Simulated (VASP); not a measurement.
# Zn (P6_3/mmc) in VASP: further runs

Zn is run at these levels: LDA; tasks: single point.

Everything below comes from runs of VASP 6.6.1. Logs are shortened: lines on timing, memory, paths and dates and some standing lists are left out, and cuts for length are marked.

**1. The cell of the first run**

The structure is hexagonal, space group P6_3/mmc (No. 194). The conventional cell has a = 2.571 Å, b = 2.571 Å, c = 4.736 Å, α = 90.00°, β = 90.00°, γ = 120.00°. Within 3.4 Å of Zn (site symmetry -6m2) lie 12 Zn at 2.57 to 2.79 Å.

**2. Single point, LDA**

INCAR

```
SYSTEM = Zn
PREC     = Accurate       ! precision mode
ENCUT    = 520            ! plane-wave cutoff, eV
EDIFF    = 1E-6           ! SCF threshold, eV
ISMEAR   = 0              ! smearing method
SIGMA    = 0.6            ! smearing width, eV
LREAL    = .False.        ! projectors in reciprocal space
LASPH    = .True.         ! aspherical terms in the spheres
NELM     = 80             ! most SCF steps
ALGO     = Normal         ! electronic algorithm
ISIF     = 2              ! what is computed and relaxed
LWAVE    = .False.        ! write WAVECAR
LCHARG   = .True.         ! write CHGCAR
GGA      = CA             ! functional
LELF     = .True.         ! ELF
LVHAR    = .True.       
NBANDS   = 19             ! bands
```

KPOINTS

```
Automatic mesh
0
Gamma
  14 14 7
  0 0 0
```

POSCAR

```
Zn
1.0
    2.5709734941      0.0000000000      0.0000000000
   -1.2854867470      2.2265283583      0.0000000000
    0.0000000000      0.0000000000      4.7361908757
Zn
2
Direct
    0.3333333333      0.6666666667      0.2500000000
    0.6666666667      0.3333333333      0.7500000000
```

Potentials or basis: VASP PAW LDA potentials, release 64 (Zn).

The run is started by

```bash
$ cat potpaw_LDA.64/Zn/POTCAR > POTCAR
$ mpirun -np 1 vasp_std > vasp.out
```

OUTCAR:

```text
SYSTEM = Zn
   PREC = Accurate
   ENCUT = 520
   EDIFF = 1E-6
   ISMEAR = 0
   LREAL = .False.
   LASPH = .True.
   NELM = 80
   ISIF = 2
   GGA = CA

 ion  position               nearest neighbor table
   1  0.333  0.667  0.250-   2 2.79   2 2.79   2 2.79   2 2.79   2 2.79   2 2.79
   2  0.667  0.333  0.750-   1 2.79   1 2.79   1 2.79   1 2.79   1 2.79   1 2.79

  LATTYP: Found a hexagonal cell.
 ALAT       =     2.5709734941
 C/A-ratio  =     1.8421780258

  Lattice vectors:

 A1 = (   2.5709734941,   0.0000000000,   0.0000000000)
 A2 = (  -1.2854867470,   2.2265283583,   0.0000000000)
 A3 = (   0.0000000000,   0.0000000000,   4.7361908757)

Analysis of symmetry for initial positions (statically):
=====================================================================
 Subroutine PRICEL returns:
 Original cell was already a primitive cell.

 Routine SETGRP: Setting up the symmetry group for a
 hexagonal supercell.

 Subroutine GETGRP returns: Found 24 space group operations
 (whereof 12 operations were pure point group operations)
 out of a pool of 24 trial point group operations.

The static configuration has the point symmetry D_3d.
 The point group associated with its full space group is D_6h.

Analysis of symmetry for dynamics (positions and initial velocities):
=====================================================================
 Subroutine PRICEL returns:
 Original cell was already a primitive cell.

 Routine SETGRP: Setting up the symmetry group for a
 hexagonal supercell.

 Subroutine GETGRP returns: Found 24 space group operations
 (whereof 12 operations were pure point group operations)
 out of a pool of 24 trial point group operations.

The dynamic configuration has the point symmetry D_3d.
 The point group associated with its full space group is D_6h.

 Subroutine INISYM returns: Found 24 space group operations
 (whereof 12 operations are pure point group operations),
 and found     1 'primitive' translations

----------------------------------------------------------------------------------------

                                     Primitive cell

  volume of cell :      27.1116

  direct lattice vectors                    reciprocal lattice vectors
     2.570973494  0.000000000  0.000000000     0.388957724  0.224564847  0.000000000
    -1.285486747  2.226528358  0.000000000     0.000000000  0.449129694  0.000000000
     0.000000000  0.000000000  4.736190876     0.000000000  0.000000000  0.211140139

  length of vectors
     2.570973494  2.570973494  4.736190876     0.449129694  0.449129694  0.211140139

  position of ions in fractional coordinates (direct lattice)
     0.333333333  0.666666667  0.250000000
     0.666666667  0.333333333  0.750000000

  ion indices of the primitive-cell ions
   primitive index   ion index
                 1           1
                 2           2

----------------------------------------------------------------------------------------

 KPOINTS: Automatic mesh

Automatic generation of k-mesh.
 Grid dimensions read from file:
 generate k-points for:   14   14    7

 Generating k-lattice:

  Cartesian coordinates                     Fractional coordinates (reciprocal lattice)
     0.027782695  0.016040346  0.000000000     0.071428571  0.000000000  0.000000000
     0.000000000  0.032080692  0.000000000     0.000000000  0.071428571  0.000000000
     0.000000000  0.000000000  0.030162877     0.000000000  0.000000000  0.142857143

  Length of vectors
     0.032080692  0.032080692  0.030162877

  Shift w.r.t. Gamma in fractional coordinates (k-lattice)
     0.000000000  0.000000000  0.000000000

 Subroutine IBZKPT returns following result:
 ===========================================

 Found     96 irreducible k-points:

 Following reciprocal coordinates:
            Coordinates               Weight
  0.000000  0.000000  0.000000      1.000000
  0.071429  0.000000  0.000000      6.000000
  0.142857  0.000000  0.000000      6.000000
  0.214286  0.000000  0.000000      6.000000
  0.285714  0.000000  0.000000      6.000000
  0.357143  0.000000  0.000000      6.000000
[... 16 lines left out ...]
  0.285714  0.285714  0.000000      6.000000
  0.357143  0.285714  0.000000      6.000000
 [... further k-points ...]
   k-points           NKPTS =     96   k-points in BZ     NKDIM =     96   number of bands    NBANDS=     19
   number of dos      NEDOS =    301   number of ions     NIONS =      2
   total plane-waves  NPLWV =  14400
   dimension x,y,z NGX =    20 NGY =   20 NGZ =   36
   dimension x,y,z NGXF=    40 NGYF=   40 NGZF=   72
   ions per type =               2
   NGX,Y,Z   is equivalent  to a cutoff of  12.93, 12.93, 12.64 a.u.
   NGXF,Y,Z  is equivalent  to a cutoff of  25.87, 25.87, 25.27 a.u.
 SYSTEM =  Zn
   PREC   = accura    normal or accurate (medium, high low for compatibility)
   ISTART =      0    job   : 0-new  1-cont  2-samecut
   ICHARG =      2    charge: 1-file 2-atom 10-const
   ISPIN  =      1    spin polarized calculation?
   LNONCOLLINEAR =      F non collinear calculations
   LSORBIT =      F    spin-orbit coupling
   LASPH  =      T    aspherical Exc in radial PAW
   ENCUT  =  520.0 eV  38.22 Ry    6.18 a.u.   4.78  4.78  8.81*2*pi/ulx,y,z
   NELM   =     80;   NELMIN=  2; NELMDL= -5     # of ELM steps
   EDIFF  = 0.1E-05   stopping-criterion for ELM
   LREAL  =      F    real-space projection
   EDIFFG = 0.1E-04   stopping-criterion for IOM
   NSW    =      0    number of steps for IOM
   IBRION =     -1    ionic relax: 0-MD 1-quasi-New 2-CG
   NFREE  =      0    steps in history (QN), initial steepest desc. (CG)
   ISIF   =      2    stress and relaxation
   ISYM   =      2    0-nonsym 1-usesym 2-fastsym
   POTIM  = 0.5000    time-step for ionic-motion
   TEBEG  =    0.0;   TEEND  =   0.0 temperature during run
   PSTRESS=    0.0 pullay stress
   NELECT =      24.0000    total number of electrons
   NUPDOWN=      -1.0000    fix difference up-down
   EMIN   =  10.00;   EMAX   =-10.00  energy-range for DOS
   EFERMI =   0.00;   METHOD = LEGACY
   ISMEAR =     0;   SIGMA  =   0.60  broadening in eV -4-tet -1-fermi 0-gaus
   EFERMI_NEDOS =   21; number of points for ismear=-14 and -15
   IALGO  =     38    algorithm
   IMIX   =      4    mixing-type and parameters
     AMIX     =   0.40;   BMIX     =  1.00
     AMIX_MAG =   1.60;   BMIX_MAG =  1.00
  volume/ion in A,a.u.               =      13.56        91.48
  Fermi-wavevector in a.u.,A,eV,Ry     =   1.571907  2.970474 33.618530  2.470892
  Thomas-Fermi vector in A             =   2.673421
   LORBIT       =      0    0 simple, 1 ext, 2 COOP (PROOUT), +10 PAW based schemes
   GGA     = CA    functional components
   LHFCALC =     F    Hartree Fock is set to
   AEXX    =    0.0000 exact exchange contribution
   IVDW    =     0    specifies the selected vdW correction
   LEPSILON=     F    determine dielectric tensor
   LRPA    =     F    only Hartree local field effects (RPA)
 non-spin polarized calculation
 Gauss-broadening in eV      SIGMA  =   0.60
  energy-cutoff  :      520.00
  volume of cell :       27.11
 maximum number of plane-waves:       743
 NGX is ok and might be reduce to    20
   NGX =  9   NGY =  9   NGZ = 17

 number of electron      23.9999991 magnetization

 Free energy of the ion-electron system (eV)
  ---------------------------------------------------
  ext. energy  EPLUGINS =         0.00000000
  ---------------------------------------------------
  free energy    TOTEN  =        -3.78624161 eV

  energy without entropy =       -3.70660834  energy(sigma->0) =       -3.74642498

 E-fermi :   3.7460     XC(G=0): -12.5123

 val. band max:        3.5882526894   @ k =   0.2143   0.1429   0.0000
 cond. band min:       3.8012055872   @ k =   0.2143   0.0000   0.1429
 fundamental gap:      0.2129528978
 Fermi energy:         3.7459986745

 k-point     1 :       0.0000    0.0000    0.0000
  band No.  band energies     occupation
      1      -7.5996      2.00000
      2      -5.4666      2.00000
      3      -4.5920      2.00000
      4      -4.3207      2.00000
      5      -4.3207      2.00000
      6      -4.2554      2.00000
[... 11 lines left out ...]
     18      24.0398      0.00000
     19      24.1836      0.00000

 k-point     2 :       0.0714    0.0000    0.0000
  band No.  band energies     occupation
      1      -7.4367      2.00000
      2      -5.3897      2.00000
      3      -4.5744      2.00000
      4      -4.3380      2.00000
      5      -4.2777      2.00000
      6      -4.2752      2.00000
[... 11 lines left out ...]
     18      23.0917      0.00000
     19      25.5567      0.00000

 k-point     3 :       0.1429    0.0000    0.0000
  band No.  band energies     occupation
      1      -6.9597      2.00000
      2      -5.1937      2.00000
      3      -4.5471      2.00000
      4      -4.3741      2.00000
      5      -4.2912      2.00000
      6      -4.1554      2.00000
[... 11 lines left out ...]
     18      21.8289      0.00000
     19      23.1078      0.00000

 k-point     4 :       0.2143    0.0000    0.0000
  band No.  band energies     occupation
      1      -6.2247      2.00000
      2      -5.0096      2.00000
      3      -4.5111      2.00000
      4      -4.4199      2.00000
      5      -4.3658      2.00000
      6      -4.1619      2.00000
[... 11 lines left out ...]
     18      20.6279      0.00000
     19      20.9458      0.00000

 k-point     5 :       0.2857    0.0000    0.0000
  band No.  band energies     occupation
      1      -5.4783      2.00000
      2      -5.0022      2.00000
      3      -4.6185      2.00000
      4      -4.4097      2.00000
      5      -4.2874      2.00000
      6      -4.1346      2.00000
[... 11 lines left out ...]
     18      19.9668      0.00000
     19      21.8706      0.00000

 k-point     6 :       0.3571    0.0000    0.0000
  band No.  band energies     occupation
      1      -5.1989      2.00000
      2      -5.0748      2.00000
      3      -4.8025      2.00000
      4      -4.2804      2.00000
      5      -4.2380      2.00000
      6      -4.1041      2.00000
[... 11 lines left out ...]
     18      19.4984      0.00000
     19      21.3274      0.00000

 k-point     7 :       0.4286    0.0000    0.0000
  band No.  band energies     occupation
      1      -5.2085      2.00000
      2      -5.1179      2.00000
      3      -4.9118      2.00000
      4      -4.3088      2.00000
      5      -4.1801      2.00000
      6      -4.1407      2.00000
[... 11 lines left out ...]
     18      19.2208      0.00000
     19      20.6745      0.00000

 k-point     8 :       0.5000    0.0000    0.0000
  band No.  band energies     occupation
      1      -5.2295      2.00000
      2      -5.1327      2.00000
      3      -4.9478      2.00000
      4      -4.3339      2.00000
      5      -4.1536      2.00000
      6      -4.1442      2.00000
[... 256 lines left out ...]
 k-point    20 :       0.2143    0.2143    0.0000
  band No.  band energies     occupation
      1      -4.7748      2.00000
      2      -4.7416      2.00000
      3      -4.6878      2.00000
      4      -4.5496      2.00000
      5      -4.3301      2.00000
      6      -4.3058      2.00000
[... 11 lines left out ...]
     18      15.3671      0.00000
     19      16.7001      0.00000

 k-point    21 :       0.2857    0.2143    0.0000
  band No.  band energies     occupation
      1      -4.8034      2.00000
      2      -4.8021      2.00000
      3      -4.7068      2.00000
      4      -4.3603      2.00000
      5      -4.3051      2.00000
      6      -4.1961      2.00000
[... 11 lines left out ...]
     18      14.4974      0.00000
     19      15.7297      0.00000

 k-point    22 :       0.3571    0.2143    0.0000
  band No.  band energies     occupation
      1      -4.8470      2.00000
      2      -4.8295      2.00000
      3      -4.7245      2.00000
      4      -4.3391      2.00000
      5      -4.2693      2.00000
      6      -4.1888      2.00000
[... 11 lines left out ...]
     18      14.1581      0.00000
     19      15.3828      0.00000

 k-point    23 :       0.2857    0.2857    0.0000
  band No.  band energies     occupation
      1      -4.7950      2.00000
      2      -4.6901      2.00000
      3      -4.6153      2.00000
      4      -4.3727      2.00000
      5      -4.3486      2.00000
      6      -4.2635      2.00000
[... 11 lines left out ...]
     18      12.1500      0.00000
     19      13.9541      0.00000

 k-point    24 :       0.3571    0.2857    0.0000
  band No.  band energies     occupation
      1      -4.7871      2.00000
      2      -4.6477      2.00000
      3      -4.5842      2.00000
      4      -4.3783      2.00000
      5      -4.3463      2.00000
      6      -4.3294      2.00000
[... 11 lines left out ...]
     18      11.7892      0.00000
     19      13.4827      0.00000

 [... further k-points ...]
[... 5 lines left out ...]
  --------------------------------------------------------------------------------------
  -------------------------------------------------------------------------------------
  Total        0.2231046      0.2231046      0.0692601      0.0000000     -0.0000000      0.0000000
  in kB       13.1845108     13.1845108      4.0929724      0.0000000     -0.0000000      0.0000000
  external PRESSURE =      10.1539980 kB  Pullay stress =       0.0000000 kB

 VOLUME and BASIS-vectors are now :
 -----------------------------------------------------------------------------
  energy-cutoff  :      520.00
  volume of cell :       27.11
      direct lattice vectors                 reciprocal lattice vectors
     2.570973494  0.000000000  0.000000000     0.388957724  0.224564847  0.000000000
    -1.285486747  2.226528358  0.000000000     0.000000000  0.449129694  0.000000000
     0.000000000  0.000000000  4.736190876     0.000000000  0.000000000  0.211140139

 POSITION                                       TOTAL-FORCE (eV/Angst)
 -----------------------------------------------------------------------------------
     -0.00000      1.48435      1.18405         0.000000      0.000000      0.000000
      1.28549      0.74218      3.55214        -0.000000     -0.000000      0.000000
 -----------------------------------------------------------------------------------
    total drift:                                0.000000     -0.000000      0.000000

  FREE ENERGIE OF THE ION-ELECTRON SYSTEM (eV)
  ---------------------------------------------------
  free  energy   TOTEN  =        -3.7862416108 eV

  energy  without entropy=       -3.7066083429  energy(sigma->0) =       -3.74642498
```

Wall time 15 s (1 thread of Intel Xeon 6975P-C (Granite Rapids), shared host); peak memory 0.15 GiB.

What came out:

| Property | Result |
| --- | --- |
| Free energy | -3.7862 eV |
| Pressure | 1.0 GPa |
| Band gap on the k mesh | zero (band 12 reaches 5.21 eV, above the bottom of band 13 at 0.86 eV) |

**3. Single point, LDA**

INCAR

```
SYSTEM = Zn
ALGO = Normal ; EDIFF = 1E-6
ENCUT = 520 ; ISIF = 2
ISMEAR = 0 ; LASPH = .TRUE.
LCHARG = .FALSE. ; LREAL = .FALSE.
LWAVE = .FALSE. ; NBANDS = 19
NELM = 100 ; PREC = Accurate
SIGMA = 1.0
```

KPOINTS

```
k-points
0
G
  14 14 7
  0 0 0
```

POSCAR is that of step 2.

Potentials or basis: VASP PAW LDA potentials, release 64 (Zn).

The run is started by

```bash
$ cat potpaw_LDA.64/Zn/POTCAR > POTCAR
$ mpirun -np 1 vasp_std > vasp.out
```

Run time: 14 s. Hardware: 1 thread of Intel Xeon 6975P-C (Granite Rapids), shared host; peak memory 0.15 GiB.

Results (log left out):

```yaml
Free_energy: -3.8578 eV
Pressure: 1.6 GPa
Band_gap_on_the_k_mesh: zero (band 12 reaches 5.21 eV, above the bottom of band 13 at 0.86 eV)
```

Stress tensor (GPa, compression positive):
```
1.93 0.00 0.00
0.00 1.93 0.00
0.00 0.00 0.89
```

Levels at points of the mesh, in eV from the Fermi level:
```tsv
k point	band 10	band 11	band 12	band 13	band 14	band 15
(0.00, 0.00, 0.00)	-7.35	-7.35	-4.17	-2.90	14.89	18.68
(0.50, 0.00, 0.00)	-7.12	-3.22	-2.29	2.92	3.66	4.79
```

**4. Single point, LDA**

INCAR

```
PREC = Accurate ; ENCUT = 520
EDIFF = 1E-6 ; ISMEAR = 1
SIGMA = 0.01 ; LREAL = False
LASPH = True ; NELM = 100
ALGO = Normal ; ISIF = 2
LWAVE = False ; LCHARG = False
GGA = CA ; NBANDS = 19
```

KPOINTS

```
Automatic mesh
0
Gamma
  14 14 7
```

POSCAR is that of step 3.

Potentials or basis: VASP PAW LDA potentials, release 64 (Zn).

The run is started by

```bash
$ cat potpaw_LDA.64/Zn/POTCAR > POTCAR
$ mpirun -np 1 vasp_std > vasp.out
```

OUTCAR:

```text
PREC = Accurate
   ENCUT = 520
   EDIFF = 1E-6
   ISMEAR = 1
   LREAL = False
   LASPH = True
   NELM = 100
   ISIF = 2
   GGA = CA

 ion  position               nearest neighbor table
   1  0.333  0.667  0.250-   2 2.79   2 2.79   2 2.79   2 2.79   2 2.79   2 2.79
   2  0.667  0.333  0.750-   1 2.79   1 2.79   1 2.79   1 2.79   1 2.79   1 2.79

  LATTYP: Found a hexagonal cell.
 ALAT       =     2.5709734941
 C/A-ratio  =     1.8421780258

  Lattice vectors:

[... 717 lines left out ...]

------------------------ aborting loop because EDIFF is reached ----------------------------------------

  FORCE on cell =-STRESS in cart. coord.  units (eV):
  Direction    XX          YY          ZZ          XY          YZ          ZX
  --------------------------------------------------------------------------------------
  -------------------------------------------------------------------------------------
  Total        0.2978157      0.2978157     -0.2175898      0.0000000      0.0000000      0.0000000
  in kB       17.5996133     17.5996133    -12.8586093      0.0000000      0.0000000      0.0000000
  external PRESSURE =       7.4468725 kB  Pullay stress =       0.0000000 kB

 VOLUME and BASIS-vectors are now :
 -----------------------------------------------------------------------------
  energy-cutoff  :      520.00
  volume of cell :       27.11
      direct lattice vectors                 reciprocal lattice vectors
     2.570973494  0.000000000  0.000000000     0.388957724  0.224564847  0.000000000
    -1.285486747  2.226528358  0.000000000     0.000000000  0.449129694  0.000000000
     0.000000000  0.000000000  4.736190876     0.000000000  0.000000000  0.211140139

 POSITION                                       TOTAL-FORCE (eV/Angst)
 -----------------------------------------------------------------------------------
     -0.00000      1.48435      1.18405         0.000000      0.000000      0.000000
      1.28549      0.74218      3.55214        -0.000000      0.000000      0.000000
 -----------------------------------------------------------------------------------
    total drift:                                0.000000     -0.000000      0.000000

  FREE ENERGIE OF THE ION-ELECTRON SYSTEM (eV)
  ---------------------------------------------------
  free  energy   TOTEN  =        -3.7481041305 eV

  energy  without entropy=       -3.7480955371  energy(sigma->0) =       -3.74810127
```

stdout:

```text
POSCAR found type information on POSCAR Zn
 POSCAR found :  1 types and       2 ions
 scaLAPACK will be used
 LDA part: xc-table for (Slater(with rela. corr.)+CA(PZ))
 , standard interpolation
 POSCAR, INCAR and KPOINTS ok, starting setup
 FFT: planning ... GRIDC
 FFT: planning ... GRID_SOFT
 FFT: planning ... GRID
 WAVECAR not read
 entering main loop
```

It took 14 s on 1 thread of Intel Xeon 6975P-C (Granite Rapids), shared host; peak memory 0.15 GiB.

Results:

```
Free energy            : -3.7481 eV
Pressure               : 0.7 GPa
Band gap on the k mesh : zero (band 12 reaches 5.21 eV, above the bottom of band 13 at 0.86 eV)
```

**5. The runs side by side**

| smearing | gap on the mesh (eV) | pressure (GPa) |
| --- | --- | --- |
| gaussian 0.6 eV | none | 1.0 |
| gaussian 1 eV | none | 1.6 |
| methfessel-paxton 0.01 eV | none | 0.7 |

Alike in all rows: task single point; level LDA; potentials or basis VASP PAW LDA potentials, release 64 (Zn); no spin polarisation; cell as given; k mesh 14 × 14 × 7; cutoff (eV) 520.

Every run on the cell as given and a fine mesh finds a metal.

Absolute energies hang on the potentials; compare differences alone.
